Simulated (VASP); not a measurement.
A run of VASP 6.6.1:

The input POSCAR:

```
AgSbSeS
1.0
    3.9533700000      0.0000000000      0.0000000000
    0.0000000000      3.9533700000      0.0000000000
    0.0000000000      0.0000000000      5.7819100000
Ag Sb Se S
1 1 1 1
Direct
    0.0000000000      0.0000000000      0.0000000000
    0.5000000000      0.5000000000      0.5000000000
    0.5000000000      0.5000000000      0.0000000000
    0.0000000000      0.0000000000      0.5000000000
```

Contents of INCAR.step1:

```
SYSTEM = AgSbSeS
ALGO = Normal
EDIFF = 1E-5
ENCUT = 550
GGA = PE
GGA_COMPAT = .False.
ISMEAR = 0
LASPH = .True.
LCHARG = .False.
LREAL = .False.
LWAVE = .True.
NBANDS = 22
NELM = 120
PREC = Accurate
SIGMA = 0.01
```

INCAR.step2

```
SYSTEM = AgSbSeS
ALGO = Normal
EDIFF = 1E-6
ENCUT = 550
GGA_COMPAT = .False.
ISIF = 2
ISMEAR = 0
ISTART = 1
LASPH = .True.
LCHARG = .False.
LMIXTAU = .True.
LREAL = .False.
LWAVE = .False.
METAGGA = R2SCAN
NBANDS = 22
NELM = 120
PREC = Accurate
SIGMA = 0.01
```

The input KPOINTS:

```
Automatic mesh
0
Gamma
  4 4 3
  0.5 0.5 0.5
```

Potentials or basis: VASP PAW PBE potentials, release 64 (Ag, Sb, Se, S).

The run is started by

```sh
$ cat potpaw_PBE.64/Ag/POTCAR potpaw_PBE.64/Sb/POTCAR potpaw_PBE.64/Se/POTCAR potpaw_PBE.64/S/POTCAR > POTCAR
$ cp INCAR.step1 INCAR
$ mpirun -np 1 vasp_std > vasp.out
$ cp INCAR.step2 INCAR
$ mpirun -np 1 vasp_std > vasp.out
```

Hardware: 1 thread of Intel(R) Xeon(R) Platinum 8488C (Sapphire Rapids), on a shared host.

Problem. How long does it take, and how much memory?

Solution. It took 70 s on 1 thread of Intel(R) Xeon(R) Platinum 8488C (Sapphire Rapids), on a shared host, peak memory 0.22 GiB. Counts: k points 6.
